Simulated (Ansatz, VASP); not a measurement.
## Two plane-wave programs on Ru

```
CELL_PARAMETERS angstrom
2.67753 0.00000 0.00000
-1.33877 2.31881 0.00000
0.00000 0.00000 4.21813
ATOMIC_POSITIONS crystal
Ru 0.33333 0.66667 0.25000
Ru 0.66667 0.33333 0.75000
```

Alike in both runs: task single point; functional LDA; k mesh 13 × 13 × 8; occupations gaussian, width 0.03 eV; no spin polarisation.

|  | VASP | Ansatz |
| --- | --- | --- |
| version | VASP 6.6.1 | Ansatz 0.2.0 |
| potentials or method | VASP PAW LDA potentials, release 64 (Ru_pv), cutoff 520 eV | plane waves (420 eV) with PAW, scalar-relativistic |
| valence electrons in the cell | 28 | 32 |

VASP gave:

- pressure (GPa): 0.7
- traceless stress, the component that is largest in VASP (GPa): -0.36

Task: Which values does Ansatz return?

Result: Pressure (GPa): -0.2; traceless stress, the component that is largest in VASP (GPa): -0.41.

Ansatz warns that its potentials were made for another functional, while VASP's fit it. LDA's correlation is that of Perdew and Zunger in VASP and of Perdew and Wang (1992) in Ansatz. VASP's potentials hold 28 valence electrons a cell and Ansatz's 32, so a difference there can come from the potentials and not from the codes.
